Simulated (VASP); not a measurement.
# Sb in VASP: single point with PBE+D3(BJ)

Aim: the single point of Sb with PBE+D3(BJ).

All numbers are computed with VASP 6.6.1; they aren't measurements. Logs are shortened: lines on timing, memory, paths and dates and some standing lists are left out, and cuts for length are marked.

**1. The cell of the first run**

The cell holds a sheet with vacuum, 2 atoms: a = 4.069 Å, b = 4.069 Å, c = 27.100 Å, α = 90.00°, β = 90.00°, γ = 120.00°.

**2. Single point, PBE+D3(BJ)**

File INCAR:

```
SYSTEM = Sb
PREC = Accurate ; ENCUT = 400
EDIFF = 1E-6 ; ISMEAR = 0
SIGMA = 0.03 ; LREAL = .FALSE.
LASPH = .TRUE. ; NELM = 120
ALGO = Normal ; ISIF = 2
LWAVE = .FALSE. ; LCHARG = .FALSE.
LDIPOL = .TRUE. ; IDIPOL = 3
DIPOL = 0.5 0.5 0.289 ; GGA = PE
IVDW = 12 ; NBANDS = 22
GGA_COMPAT = .FALSE. ; NELMDL = -8
```

File KPOINTS:

```
regular mesh
0
G
  12 12 1
  0 0 0
```

File POSCAR:

```
Sb
1.0
    4.0685005372      0.0000000000      0.0000000000
   -2.0342502686      3.5234248206      0.0000000000
    0.0000000000      0.0000000000     27.1000000030
Sb
2
Direct
    0.3333333333      0.6666666667      0.2583030261
    0.6666666667      0.3333333333      0.3191877487
```

Potentials or basis: VASP PAW PBE potentials, release 64 (Sb_d_GW).

The run is started by

```console
$ cat potpaw_PBE.64/Sb_d_GW/POTCAR > POTCAR
$ mpirun -np 1 vasp_std > vasp.out
```

OUTCAR:

```text
SYSTEM = Sb
   PREC = Accurate
   ENCUT = 400
   EDIFF = 1E-6
   ISMEAR = 0
   LREAL = .FALSE.
   LASPH = .TRUE.
   NELM = 120
   ISIF = 2
   GGA = PE
   IVDW = 12
   NELMDL = -8
 IVDW          = 12

 ion  position               nearest neighbor table
   1  0.333  0.667  0.258-   2 2.87   2 2.87   2 2.87
   2  0.667  0.333  0.319-   1 2.87   1 2.87   1 2.87

  LATTYP: Found a hexagonal cell.
 ALAT       =     4.0685005372
 C/A-ratio  =     6.6609306685

  Lattice vectors:

 A1 = (   4.0685005372,   0.0000000000,   0.0000000000)
 A2 = (  -2.0342502686,   3.5234248206,   0.0000000000)
 A3 = (   0.0000000000,   0.0000000000,  27.1000000030)

Analysis of symmetry for initial positions (statically):
=====================================================================
 Subroutine PRICEL returns:
 Original cell was already a primitive cell.

 Routine SETGRP: Setting up the symmetry group for a
 hexagonal supercell.

 Subroutine GETGRP returns: Found 12 space group operations
 (whereof  6 operations were pure point group operations)
 out of a pool of 24 trial point group operations.

The static configuration has the point symmetry C_3v.
 The point group associated with its full space group is D_3d.

Analysis of symmetry for dynamics (positions and initial velocities):
=====================================================================
 Subroutine PRICEL returns:
 Original cell was already a primitive cell.

 Routine SETGRP: Setting up the symmetry group for a
 hexagonal supercell.

 Subroutine GETGRP returns: Found 12 space group operations
 (whereof  6 operations were pure point group operations)
 out of a pool of 24 trial point group operations.

The dynamic configuration has the point symmetry C_3v.
 The point group associated with its full space group is D_3d.

 Subroutine INISYM returns: Found 12 space group operations
 (whereof  6 operations are pure point group operations),
 and found     1 'primitive' translations

----------------------------------------------------------------------------------------

                                     Primitive cell

  volume of cell :     388.4800

  direct lattice vectors                    reciprocal lattice vectors
     4.068500537  0.000000000  0.000000000     0.245790800  0.141907384  0.000000000
    -2.034250269  3.523424821  0.000000000     0.000000000  0.283814769  0.000000000
     0.000000000  0.000000000 27.100000003     0.000000000  0.000000000  0.036900369

  length of vectors
     4.068500537  4.068500537 27.100000003     0.283814769  0.283814769  0.036900369

  position of ions in fractional coordinates (direct lattice)
     0.333333333  0.666666667  0.258303026
     0.666666667  0.333333333  0.319187749

  ion indices of the primitive-cell ions
   primitive index   ion index
                 1           1
                 2           2

----------------------------------------------------------------------------------------

 KPOINTS: regular mesh

Automatic generation of k-mesh.
 Grid dimensions read from file:
 generate k-points for:   12   12    1

 Generating k-lattice:

  Cartesian coordinates                     Fractional coordinates (reciprocal lattice)
     0.020482567  0.011825615  0.000000000     0.083333333  0.000000000  0.000000000
     0.000000000  0.023651231  0.000000000     0.000000000  0.083333333  0.000000000
     0.000000000  0.000000000  0.036900369     0.000000000  0.000000000  1.000000000

  Length of vectors
     0.023651231  0.023651231  0.036900369

  Shift w.r.t. Gamma in fractional coordinates (k-lattice)
     0.000000000  0.000000000  0.000000000

 Subroutine IBZKPT returns following result:
 ===========================================

 Found     19 irreducible k-points:

 Following reciprocal coordinates:
            Coordinates               Weight
  0.000000  0.000000  0.000000      1.000000
  0.083333 -0.000000  0.000000      6.000000
  0.166667 -0.000000  0.000000      6.000000
  0.250000 -0.000000  0.000000      6.000000
  0.333333 -0.000000  0.000000      6.000000
  0.416667 -0.000000  0.000000      6.000000
[... 11 lines left out ...]
  0.333333  0.250000  0.000000     12.000000
  0.333333  0.333333  0.000000      2.000000
   k-points           NKPTS =     19   k-points in BZ     NKDIM =     19   number of bands    NBANDS=     22
   number of dos      NEDOS =    301   number of ions     NIONS =      2
   total plane-waves  NPLWV = 141120
   dimension x,y,z NGX =    28 NGY =   28 NGZ =  180
   dimension x,y,z NGXF=    56 NGYF=   56 NGZF=  360
   ions per type =               2
   NGX,Y,Z   is equivalent  to a cutoff of  11.44, 11.44, 11.04 a.u.
   NGXF,Y,Z  is equivalent  to a cutoff of  22.88, 22.88, 22.08 a.u.
 SYSTEM =  Sb
   PREC   = accura    normal or accurate (medium, high low for compatibility)
   ISTART =      0    job   : 0-new  1-cont  2-samecut
   ICHARG =      2    charge: 1-file 2-atom 10-const
   ISPIN  =      1    spin polarized calculation?
   LNONCOLLINEAR =      F non collinear calculations
   LSORBIT =      F    spin-orbit coupling
   LASPH  =      T    aspherical Exc in radial PAW
   ENCUT  =  400.0 eV  29.40 Ry    5.42 a.u.   6.63  6.63 44.19*2*pi/ulx,y,z
   NELM   =    120;   NELMIN=  2; NELMDL= -8     # of ELM steps
   EDIFF  = 0.1E-05   stopping-criterion for ELM
   LREAL  =      F    real-space projection
   EDIFFG = 0.1E-04   stopping-criterion for IOM
   NSW    =      0    number of steps for IOM
   IBRION =     -1    ionic relax: 0-MD 1-quasi-New 2-CG
   NFREE  =      0    steps in history (QN), initial steepest desc. (CG)
   ISIF   =      2    stress and relaxation
   ISYM   =      2    0-nonsym 1-usesym 2-fastsym
   POTIM  = 0.5000    time-step for ionic-motion
   TEBEG  =    0.0;   TEEND  =   0.0 temperature during run
   PSTRESS=    0.0 pullay stress
   NELECT =      30.0000    total number of electrons
   NUPDOWN=      -1.0000    fix difference up-down
   EMIN   =  10.00;   EMAX   =-10.00  energy-range for DOS
   EFERMI =   0.00;   METHOD = LEGACY
   ISMEAR =     0;   SIGMA  =   0.03  broadening in eV -4-tet -1-fermi 0-gaus
   EFERMI_NEDOS =   21; number of points for ismear=-14 and -15
   IALGO  =     38    algorithm
   IMIX   =      4    mixing-type and parameters
     AMIX     =   0.40;   BMIX     =  1.00
     AMIX_MAG =   1.60;   BMIX_MAG =  1.00
  volume/ion in A,a.u.               =     194.24      1310.80
  Fermi-wavevector in a.u.,A,eV,Ry     =   0.697149  1.317421  6.612662  0.486017
  Thomas-Fermi vector in A             =   1.780397
   LORBIT       =      0    0 simple, 1 ext, 2 COOP (PROOUT), +10 PAW based schemes
   GGA     = PE    functional components
   LHFCALC =     F    Hartree Fock is set to
   AEXX    =    0.0000 exact exchange contribution
   IVDW    =    12    specifies the selected vdW correction
   LEPSILON=     F    determine dielectric tensor
   LRPA    =     F    only Hartree local field effects (RPA)
 non-spin polarized calculation
 Gauss-broadening in eV      SIGMA  =   0.03
  energy-cutoff  :      400.00
  volume of cell :      388.48
 maximum number of plane-waves:      7125
 NGX is ok and might be reduce to    28
   NGX = 13   NGY = 13   NGZ = 89

 dipolmoment           0.000000      0.000000     -0.000001 electrons x Angstroem

 number of electron      29.9999964 magnetization

 dipolmoment           0.000000      0.000000      0.000000 electrons x Angstroem

 Free energy of the ion-electron system (eV)
  ---------------------------------------------------
  ext. energy  EPLUGINS =         0.00000000
  ---------------------------------------------------
  free energy    TOTEN  =        -8.14666266 eV

  energy without entropy =       -8.14666266  energy(sigma->0) =       -8.14666266

 E-fermi :  -3.0088     XC(G=0):  -2.0738

 val. band max:       -3.2294542772   @ k =   0.0000   0.0000   0.0000
 cond. band min:      -2.0469569979   @ k =   0.3333  -0.0000   0.0000
 fundamental gap:      1.1824972792
 Fermi energy:        -3.0088180943

 k-point     1 :       0.0000    0.0000    0.0000
  band No.  band energies     occupation
      1     -31.8990      2.00000
      2     -31.8990      2.00000
      3     -31.8231      2.00000
      4     -31.8231      2.00000
      5     -31.7787      2.00000
      6     -31.7113      2.00000
[... 14 lines left out ...]
     21       1.6273      0.00000
     22       1.9151      0.00000

 k-point     2 :       0.0833   -0.0000    0.0000
  band No.  band energies     occupation
      1     -31.8984      2.00000
      2     -31.8953      2.00000
      3     -31.8226      2.00000
      4     -31.8207      2.00000
      5     -31.7776      2.00000
      6     -31.7129      2.00000
[... 14 lines left out ...]
     21       1.7112      0.00000
     22       2.0018      0.00000

 k-point     3 :       0.1667   -0.0000    0.0000
  band No.  band energies     occupation
      1     -31.8970      2.00000
      2     -31.8845      2.00000
      3     -31.8214      2.00000
      4     -31.8140      2.00000
      5     -31.7741      2.00000
      6     -31.7176      2.00000
[... 14 lines left out ...]
     21       1.9549      0.00000
     22       2.2489      0.00000
[... 351 lines left out ...]
 k-point    18 :       0.3333    0.2500    0.0000
  band No.  band energies     occupation
      1     -31.8906      2.00000
      2     -31.8093      2.00000
      3     -31.7940      2.00000
      4     -31.7759      2.00000
      5     -31.7703      2.00000
      6     -31.7421      2.00000
[... 14 lines left out ...]
     21       3.7875      0.00000
     22       4.2792      0.00000

 k-point    19 :       0.3333    0.3333    0.0000
  band No.  band energies     occupation
      1     -31.8904      2.00000
      2     -31.7924      2.00000
      3     -31.7924      2.00000
      4     -31.7922      2.00000
      5     -31.7561      2.00000
      6     -31.7561      2.00000
[... 14 lines left out ...]
     21       4.1223      0.00000
     22       4.6651      0.00000

------------------------ aborting loop because EDIFF is reached ----------------------------------------

 vacuum level on the upper side and lower side of the slab       (xc-potential included)        -0.009        -0.009

 Edisp (eV)   -0.47323

 E8    (eV) :    -0.2355

  FORCE on cell =-STRESS in cart. coord.  units (eV):
  Direction    XX          YY          ZZ          XY          YZ          ZX
  --------------------------------------------------------------------------------------
  -------------------------------------------------------------------------------------
  Total      -0.12776    -0.12776    -0.11351     0.00000    -0.00000     0.00000
  in kB      -0.52689    -0.52689    -0.46812     0.00000    -0.00000     0.00000
  external pressure =       -0.51 kB  Pullay stress =        0.00 kB

 VOLUME and BASIS-vectors are now :
 -----------------------------------------------------------------------------
  energy-cutoff  :      400.00
  volume of cell :      388.48
      direct lattice vectors                 reciprocal lattice vectors
     4.068500537  0.000000000  0.000000000     0.245790800  0.141907384  0.000000000
    -2.034250269  3.523424821  0.000000000     0.000000000  0.283814769  0.000000000
     0.000000000  0.000000000 27.100000003     0.000000000  0.000000000  0.036900369

 POSITION                                       TOTAL-FORCE (eV/Angst)
 -----------------------------------------------------------------------------------
     -0.00000      2.34895      7.00001         0.000000     -0.000000     -0.003197
      2.03425      1.17447      8.64999        -0.000000      0.000000      0.003197
 -----------------------------------------------------------------------------------
    total drift:                               -0.000000     -0.000000      0.000146

  FREE ENERGIE OF THE ION-ELECTRON SYSTEM (eV)
  ---------------------------------------------------
  free  energy   TOTEN  =        -8.6198946033 eV

  energy  without entropy=       -8.6198946033  energy(sigma->0) =       -8.61989460

 vacuum level on the upper side and lower side of the slab         1.462         1.462
```

It took 2.7 min on 1 thread of Intel Xeon Platinum 8375C at 2.90GHz (Ice Lake), shared host; peak memory 0.42 GiB.

What came out:

```
Free energy                : -8.6199 eV
Largest force              : 0.003 eV/Å
Band gap on the k mesh     : 1.18 eV (least direct gap 1.66 eV)
Dispersion energy per atom : -0.237 eV
```

Forces in eV/Å, atoms in the order of the input:
```
Sb   0.000  0.000 -0.003
Sb   0.000  0.000  0.003
```

Levels at points of the mesh, in eV from the valence-band top:
```
           k point  band 13  band 14  band 15  band 16  band 17  band 18
(0.00, 0.00, 0.00)    -0.81     0.00     0.00     1.66     2.79     2.79
(0.50, 0.00, 0.00)    -3.13    -1.64    -1.62     1.59     2.29     3.50
```

Caveat: spin-orbit coupling is left out, which moves the levels of the heavy elements.
